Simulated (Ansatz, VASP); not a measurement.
HfO2 in VASP and in Ansatz

File INCAR:

```
SYSTEM = HfO2
ALGO = Normal
EDIFF = 1E-7
ENCUT = 520
GGA = PE
ISIF = 2
ISMEAR = 0
LASPH = .TRUE.
LCHARG = .FALSE.
LREAL = .FALSE.
LWAVE = .FALSE.
NBANDS = 56
NELM = 100
PREC = Accurate
SIGMA = 0.05
```

Contents of KPOINTS:

```
k-points
0
G
  6 6 2
  0 0 0
```

Contents of POSCAR:

```
HfO2
1.0
   -3.6043047991      0.0000000000      0.0000000000
    0.0000000000     -3.6043047991      0.0000000000
    0.0000000000     -1.0812914397     10.5279346079
Hf O
4 8
Direct
    0.5000000000      0.4394900000      0.2017000000
    0.5000000000      0.2894900000      0.7017000000
    1.0000000000      0.8644900000      0.4517000000
    1.0000000000      0.7144900000      0.9517000000
    0.0000000000      0.4105021860      0.2983260466
    0.0000000000      0.2605021860      0.7983260466
    0.5000000000     -0.1065221860      0.3550739534
    0.5000000000     -0.2565221860      0.8550739534
    0.5000000000     -0.0315221860      0.1050739534
    0.5000000000     -0.1815221860      0.6050739534
    0.0000000000      0.4855021860      0.0483260466
    0.0000000000      0.3355021860      0.5483260466
```

Input for Ansatz:

```yaml
crystal:
  lattice:
    - [-3.6043047991, 0.0, 0.0]
    - [0.0, -3.6043047991, 0.0]
    - [0.0, -1.0812914397, 10.5279346079]
  atoms:
    - { symbol: Hf, position: [0.5, 0.43949, 0.2017] }
    - { symbol: Hf, position: [0.5, 0.28949, 0.7017] }
    - { symbol: Hf, position: [1.0, 0.86449, 0.4517] }
    - { symbol: Hf, position: [1.0, 0.71449, 0.9517] }
    - { symbol: O, position: [0.0, 0.410502186, 0.2983260466] }
    - { symbol: O, position: [0.0, 0.260502186, 0.7983260466] }
    - { symbol: O, position: [0.5, -0.106522186, 0.3550739534] }
    - { symbol: O, position: [0.5, -0.256522186, 0.8550739534] }
    - { symbol: O, position: [0.5, -0.031522186, 0.1050739534] }
    - { symbol: O, position: [0.5, -0.181522186, 0.6050739534] }
    - { symbol: O, position: [0.0, 0.485502186, 0.0483260466] }
    - { symbol: O, position: [0.0, 0.335502186, 0.5483260466] }
basis:
  ecutwfc: 420
kpoints:
  mp_grid: { grid: [6, 6, 2] }
hamiltonian:
  xc: pbe
scf:
  occupations: { method: gaussian, width: 0.05 }
output:
  forces: true
  stress: true
  eigenvalues: true
```

Alike in both runs: task single point; functional PBE; k mesh 6 × 6 × 2; occupations gaussian, width 0.05 eV; no spin polarisation.

|  | VASP | Ansatz |
| --- | --- | --- |
| version | VASP 6.6.1 | Ansatz 0.2.0 |
| potentials or method | VASP PAW PBE potentials, release 64 (Hf_pv, O), cutoff 520 eV | scalar-relativistic, plane waves, PAW |
| valence electrons in the cell | 88 | 152 |

VASP gave:

| Property | Result |
| --- | --- |
| gap on the k mesh at the Fermi level (eV) | 2.81 |
| least direct gap on the mesh (eV) | 3.00 |
| rms of the force components (eV/Å) | 26.505 |

Task: Which values does Ansatz return?

Result: gap on the k mesh at the Fermi level (eV): 2.79; least direct gap on the mesh (eV): 2.98; rms of the force components (eV/Å): 24.800.

Atom by atom the forces differ by 1.707 eV/Å (rms over components). VASP's potentials hold 88 valence electrons a cell and Ansatz's 152, so a difference there can come from the potentials and not from the codes.

Spin-orbit coupling is off throughout.
